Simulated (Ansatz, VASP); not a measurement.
## Two plane-wave programs on Ag

INCAR

```
SYSTEM = Ag
PREC = Accurate
ENCUT = 600
EDIFF = 1E-7
ISMEAR = -1
SIGMA = 0.05
LREAL = .False.
LASPH = .True.
NELM = 60
ALGO = Normal
ISIF = 3
LWAVE = .False.
LCHARG = .False.
GGA = PS
IVDW = 13
IBRION = 2
NSW = 60
EDIFFG = -0.01
```

KPOINTS

```
regular mesh
0
Gamma
  11 11 3
  0 0 0
```

Contents of POSCAR:

```
Ag
1.0
    2.8862000000      0.0000000000      0.0000000000
   -1.4431000000      2.4995225204      0.0000000000
    0.0000000000      0.0000000000     10.0000000000
Ag
4
Direct
    0.0000000000      0.0000000000      0.5000000000
    0.0000000000      0.0000000000      0.0000000000
    0.6666666667      0.3333333333      0.7500000000
    0.3333333333      0.6666666667      0.2500000000
```

Contents of input.yaml:

```yaml
crystal:
  lattice:
    - [2.8862, 0.0, 0.0]
    - [-1.4431, 2.4995225204, 0.0]
    - [0.0, 0.0, 10.0]
  atoms:
    - { symbol: Ag, position: [0.0, 0.0, 0.5] }
    - { symbol: Ag, position: [0.0, 0.0, 0.0] }
    - { symbol: Ag, position: [0.6666666667, 0.3333333333, 0.75] }
    - { symbol: Ag, position: [0.3333333333, 0.6666666667, 0.25] }
hamiltonian:
  xc: pbesol
  pseudopotentials: { kind: paw }
  dispersion: d4
kpoints:
  mp_grid: { grid: [11, 11, 3] }
scf:
  occupations: { method: fermi_dirac, width: 0.05 }
output:
  forces: true
  stress: true
  eigenvalues: true
  write_density: true
  write_potential: true
  elf: true
  volumetric_format: npy
relax:
  f_tol: 0.01
  max_steps: 40
  cell: { stress_tol: 0.05 }
```

Alike in both runs: task relaxation of cell and atoms; functional PBEsol; dispersion D4; k mesh 11 × 11 × 3; occupations fermi-dirac, width 0.05 eV; no spin polarisation.

|  | VASP | Ansatz |
| --- | --- | --- |
| version | VASP 6.6.1 | Ansatz 0.2.0 |
| potentials or method | VASP PAW PBE potentials, release 64 (Ag) | Ansatz PAW |
| plane-wave cutoff (eV) | 600 | 420 |
| valence electrons in the cell | 44 | 76 |

Ansatz gave:

```
gap on the k mesh at the Fermi level, each at its own relaxed structure (eV)  : none
relaxed volume (Å³/atom)                                                      : 16.25
relaxed length of the cell vector where the two differ most in proportion (Å) : 2.830
```

**Question.** Estimate VASP's values.

**Answer.** gap on the k mesh at the Fermi level, each at its own relaxed structure (eV): none; relaxed volume (Å³/atom): 16.22; relaxed length of the cell vector where the two differ most in proportion (Å): 2.828.

VASP's potentials were made for PBE, not for PBEsol. A gap of «none» marks a metal or a gap that the smearing closes. VASP's potentials hold 44 valence electrons a cell and Ansatz's 76, so a difference there can come from the potentials and not from the codes.

Noted on Ansatz's run: the plane-wave basis is chosen anew once the cell has moved, so the energies of steps on either side of that aren't comparable.
